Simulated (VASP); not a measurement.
A run of VASP 6.6.1 is set up as follows.

INCAR

```
SYSTEM = Te
PREC     = Accurate       ! precision mode
ENCUT    = 520            ! plane-wave cutoff, eV
EDIFF    = 1E-7           ! SCF threshold, eV
ISMEAR   = -1             ! smearing method
SIGMA    = 0.05           ! smearing width, eV
LREAL    = .FALSE.        ! projectors in reciprocal space
LASPH    = .TRUE.         ! aspherical terms in the spheres
NELM     = 60             ! most SCF steps
ALGO     = Normal         ! electronic algorithm
ISIF     = 2              ! what is computed and relaxed
LWAVE    = .FALSE.        ! write WAVECAR
LCHARG   = .FALSE.        ! write CHGCAR
GGA      = PE             ! functional
NBANDS   = 16             ! bands
```

File KPOINTS:

```
Automatic mesh
0
G
  7 7 5
  0 0 0
```

POSCAR

```
Te
1.0
    4.5219727845      0.0000000000      0.0000000000
   -2.2609863922      3.9161433066      0.0000000000
    0.0000000000      0.0000000000      5.9537835306
Te
3
Direct
    0.7319885375      0.7319885375      0.0000000000
    0.0000000000      0.2680114625      0.6666666667
    0.2680114625      0.0000000000      0.3333333333
```

Potentials or basis: VASP PAW PBE potentials, release 64 (Te).

Command:

```console
$ cat potpaw_PBE.64/Te/POTCAR > POTCAR
$ mpirun -np 1 vasp_std > vasp.out
```

Problem. Estimate the band gap on the k mesh.

Solution. 0.62 eV (least direct gap 0.80 eV).

Problem. What does it give for the largest force?

Solution. 0.008 eV/Å.

Forces in eV/Å, atoms in the order of the input:
```
Te  -0.004 -0.007  0.000
Te  -0.004  0.007  0.000
Te   0.008  0.000  0.000
```

Caveat: semilocal functionals underestimate gaps, and a narrow one can read as zero; spin-orbit coupling is left out, which moves the levels of the heavy elements. A k mesh can miss the band edges.
